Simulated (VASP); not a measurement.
The system is SiO2 (Stishovite).

```
Si O
1.0
     4.17730    0.00000    0.00000
     0.00000    4.17730    0.00000
     0.00000    0.00000    2.66520
Si O
2 4
Direct
  0.00000 0.00000 0.00000
  0.50000 0.50000 0.50000
  0.30590 0.30590 0.00000
  0.19410 0.80590 0.50000
  0.69410 0.69410 0.00000
  0.80590 0.19410 0.50000
```

Base run:

| Item | Value |
| --- | --- |
| Program | VASP 6.6.1 |
| Functional | PBEsol |
| Potentials or basis | VASP PAW PBE potentials, release 64 (Si, O) |
| Cutoff | 520 eV |
| k mesh | 4 × 4 × 6 |
| Occupations | gaussian, width 0.01 eV |
| Spin | no spin polarisation |

Its results: band gap on the k mesh 5.59 eV, direct; pressure 5.0 GPa; largest force 0.090 eV/Å.

**Question.** The run is repeated on the same cell with these changes: functional from PBEsol to BLYP. What comes out?

**Answer.** Band gap on the k mesh 5.79 eV, direct; pressure 18.2 GPa; largest force 0.109 eV/Å.

BLYP binds less tightly than PBEsol, so the same cell stands under more pressure.

Caveats: the PAW data sets were made with another functional, which shifts forces and pressure a little.

